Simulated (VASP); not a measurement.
Set up this calculation in VASP 6.6.1, as the native input.

```yaml
Task: single point
Functional: PBE
Potentials_or_basis: VASP PAW PBE potentials, release 64 (Zn, O, C, F)
Cutoff: 520 eV
k_mesh: 2 × 2 × 1
Occupations: gaussian, width 0.02 eV
Spin: no spin polarisation
Dipole_correction: no
Further_INCAR_settings: LREAL = Auto; ALGO = Normal; EDIFF = 1e-07; NBANDS = 76
```

The structure of Zn6CO6F2 lies in POSCAR:

```
Zn6CO6F2
1.0
    5.8041020000      0.0000000000      0.0000000000
   -2.9020510000      5.4880210000      0.0000000000
    0.0000000000      0.0000000000     17.5870760000
Zn O C F
6 6 1 2
Direct
    0.3333333908      0.0000000000      0.0568599351
    0.3463463038      0.4774489748      0.0895231248
    0.9084864325      0.0504580795      0.1254940275
    0.8540430655      0.5131346983      0.1179275623
    0.4257278140      0.1367159492      0.2205468948
    0.4780417150      0.5907180384      0.2448789668
    0.1710207045      0.6642576623      0.0673416093
    0.1540267322      0.1741095743      0.0355682775
    0.6803569326      0.7014659747      0.1458968506
    0.6372537249      0.1643605227      0.1285722539
    0.2379904149      0.8826290934      0.2978949429
    0.2024449528      0.2807011854      0.1935351277
    0.2900947327      0.7147150129      0.3093686523
   -0.3280674850      0.4222895649      0.2826591527
    0.1691666572      0.5764790259      0.3701125758
```

One way to write it, as run:

INCAR

```
SYSTEM = Zn6CO6F2
  PREC = Accurate
  ENCUT = 520
  EDIFF = 1E-7
  ISMEAR = 0
  SIGMA = 0.02
  LREAL = Auto
  LASPH = .TRUE.
  NELM = 60
  ALGO = Normal
  ISIF = 2
  LWAVE = .FALSE.
  LCHARG = .TRUE.
  GGA = PE
  LELF = .TRUE.
  LVHAR = .TRUE.
  NBANDS = 76
```

KPOINTS

```
Automatic mesh
0
G
  2 2 1
  0 0 0
```

Potentials or basis: VASP PAW PBE potentials, release 64 (Zn, O, C, F).

Run with:

```sh
$ cat potpaw_PBE.64/Zn/POTCAR potpaw_PBE.64/O/POTCAR potpaw_PBE.64/C/POTCAR potpaw_PBE.64/F/POTCAR > POTCAR
$ mpirun -np 1 vasp_std > vasp.out
```

Results of the run:

The largest force is 0.413 eV/Å and the band gap on the k mesh is 1.64 eV.

Caveat: the k points lie up to 0.61 Å⁻¹ apart.

Wall time 4.7 min on 1 thread of Intel(R) Xeon(R) 6975P-C (Granite Rapids) (shared host), peak memory 0.72 GiB.
